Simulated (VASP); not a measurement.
Runs of VASP 6.6.1 on NaH. The structure is that of space group Pm-3m (No. 221), or close to it. The cells are those of the table. 

```tsv
level	cell	k mesh	cutoff (eV)	smearing	grid for exact exchange (PRECFOCK)	share of exact exchange	screening parameter	gap on the mesh (eV)	pressure (GPa)
PBE	a = 2.936 Å, angles 89.5°, 2 atoms	8 × 8 × 8	500	fermi-dirac 0.02 eV	-	-	-	1.03	0.6
r2SCAN	a = 2.849, b = 2.849, c = 2.932 Å, 2 atoms	8 × 8 × 8	550	gaussian 0.01 eV	-	-	-	(b)	1.4
HSE06	a = 2.849, b = 2.849, c = 2.932 Å, 2 atoms	6 × 6 × 6	400	gaussian 0.01 eV	Normal	0.25	0.2079 1/Å	1.69	1.4
HSE06	a = 2.947 Å, angles 89.4°, 2 atoms	6 × 6 × 6	400	gaussian 0.01 eV	Normal	0.25	0.2079 1/Å	1.87	-0.6
PBE	a = 2.947 Å, angles 89.4°, 2 atoms	8 × 8 × 8	500	fermi-dirac 0.02 eV	-	-	-	1.03	(a)
HSE06	a = 2.936 Å, angles 89.5°, 2 atoms	6 × 6 × 6	400	gaussian 0.01 eV	Normal	0.25	0.2079 1/Å	1.88	-0.3
r2SCAN	a = 2.936 Å, angles 89.5°, 2 atoms	8 × 8 × 8	550	gaussian 0.01 eV	-	-	-	1.61	-0.3
r2SCAN	a = 2.947 Å, angles 89.4°, 2 atoms	8 × 8 × 8	550	gaussian 0.01 eV	-	-	-	1.61	-0.7
```

Alike in all rows: task single point; potentials or basis VASP PAW PBE potentials, release 64 (Na_pv, H); no spin polarisation.

Q: Estimate the missing entries.

A: (a) 0.3; (b) 1.42.

Caveats: the structure was generated, so it needn't be the stable form of NaH; the PAW data sets were made with another functional, which shifts forces and pressure a little (at least some runs).

A k mesh can miss the band edges.
